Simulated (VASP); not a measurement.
The system is CdS.

```
Cd S
1.0
     0.00000    2.90982    2.98167
     2.90982    0.00000    2.98167
     2.90982    2.90982    0.00000
Cd S
1 1
Direct
  0.00000 0.00000 0.00000
  0.25000 0.25000 0.25000
```

This cell differs from its parent crystal: epitaxial xy strain -1.0%.

Base run:

| Item | Value |
| --- | --- |
| Program | VASP 6.6.1 |
| Functional | HSE06 |
| Potentials or basis | VASP PAW PBE potentials, release 64 (Cd, S) |
| Cutoff | 520 eV |
| k mesh | 6 × 6 × 6 |
| Occupations | gaussian, width 0.01 eV |
| Spin | no spin polarisation |

Its results: band gap on the k mesh 2.10 eV; pressure 0.8 GPa.

Task: The run is repeated on the same cell with these changes: functional from HSE06 to PBE; k mesh from 6 × 6 × 6 to 4 × 4 × 4. What comes out?

Result: Band gap on the k mesh 1.07 eV; pressure 2.2 GPa.

Several settings changed at once.

Caveats: some runs use coarse meshes; the structure was generated, so it needn't be the stable form of CdS; the PAW data sets were made with another functional, which shifts forces and pressure a little (at least some runs).

